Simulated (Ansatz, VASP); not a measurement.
## WC: VASP beside Ansatz

Contents of INCAR:

```
  ALGO = Normal
  EDIFF = 1E-6
  ENCUT = 520
  GGA = PS
  ISIF = 2
  ISMEAR = 0
  LASPH = T
  LCHARG = T
  LELF = T
  LREAL = F
  LVHAR = T
  LWAVE = F
  NBANDS = 16
  NELM = 80
  PREC = Accurate
  SIGMA = 0.15
```

File KPOINTS:

```
k-points
0
Gamma
  18 18 18
```

File POSCAR:

```
WC
1.0
    0.0000000000      2.2475011000      2.2475011000
    2.2475011000      0.0000000000      2.2475011000
    2.2475011000      2.2475011000      0.0000000000
W C
1 1
Direct
    0.0000000000      0.0000000000      0.0000000000
    0.5000000000      0.5000000000      0.5000000000
```

Input for Ansatz:

```yaml
crystal:
  lattice:
    - [0.0, 2.2475011, 2.2475011]
    - [2.2475011, 0.0, 2.2475011]
    - [2.2475011, 2.2475011, 0.0]
  atoms:
    - { symbol: W, position: [0.0, 0.0, 0.0] }
    - { symbol: C, position: [0.5, 0.5, 0.5] }
basis:
  ecutwfc: 420
kpoints:
  mp_grid: { grid: [18, 18, 18] }
hamiltonian:
  xc: pbesol
scf:
  occupations: { method: gaussian, width: 0.15 }
output:
  forces: true
  stress: true
  eigenvalues: true
  write_density: true
  write_potential: true
  elf: true
  volumetric_format: npy
```

Change from the starting cell: strain +0.025 along x and y, +0.025 along z, atoms carried along.

Alike in both runs: task single point; functional PBEsol; k mesh 18 × 18 × 18; occupations gaussian, width 0.15 eV; no spin polarisation.

```csv
,VASP,Ansatz
version,VASP 6.6.1,Ansatz 0.2.0
potentials or method,"VASP PAW PBE potentials, release 64 (W_sv, C), cutoff 520 eV","scalar-relativistic, plane waves, PAW"
valence electrons in the cell,18,18
```

|  | VASP | Ansatz | Ansatz less VASP |
| --- | --- | --- | --- |
| gap on the k mesh at the Fermi level (eV) | none | none | - |
| pressure (GPa) | -31.1 | -31.8 | -0.70 |

VASP's potentials were made for PBE, not for PBEsol. A gap of «none» marks a metal or a gap that the smearing closes. Both programs put the cell under strong tension, so it lies far from rest at this level.

Neither program's run includes spin-orbit coupling. Noted on VASP's run: the cell as given lies far from equilibrium.
